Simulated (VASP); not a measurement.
Al2O3, 10 atoms in the cell. The structure is trigonal, space group R-3c (No. 167). The conventional cell has a = 4.640 Å, b = 4.640 Å, c = 12.345 Å, α = 90.00°, β = 90.00°, γ = 120.00°. Within 2.4 Å of Al (site symmetry 3) lie 6 O at 1.80 to 1.90 Å. O (site symmetry 2) has 4 Al at 1.80 to 1.90 Å and 12 O at 2.46 to 2.79 Å within 2.8 Å.  This cell differs from its parent crystal: strain -0.025 along x and y, -0.050 along z.

* Program: VASP 6.6.1
* Task: single point
* Functional: r2SCAN
* Potentials or basis: VASP PAW PBE potentials, release 64 (Al, O)
* Cutoff: 520 eV
* k mesh: 6 × 6 × 6
* Occupations: gaussian, width 0.05 eV
* Spin: no spin polarisation
* Dipole correction: no
* Further INCAR settings: ALGO = Normal; EDIFF = 1e-07; NBANDS = 35

Potentials or basis: VASP PAW PBE potentials, release 64 (Al, O).

The run is started by

```bash
$ cat potpaw_PBE.64/Al/POTCAR potpaw_PBE.64/O/POTCAR > POTCAR
$ cp INCAR.step1 INCAR
$ mpirun -np 1 vasp_std > vasp.out
$ cp INCAR.step2 INCAR
$ mpirun -np 1 vasp_std > vasp.out
```

Hardware: 1 thread of Intel(R) Xeon(R) Platinum 8488C (Sapphire Rapids), with other jobs on the host.

Q: Estimate the wall time of this run.

A: Wall time 6.1 min on 1 thread of Intel(R) Xeon(R) Platinum 8488C (Sapphire Rapids) (shared host), peak memory 0.27 GiB. Counts: k points 32.
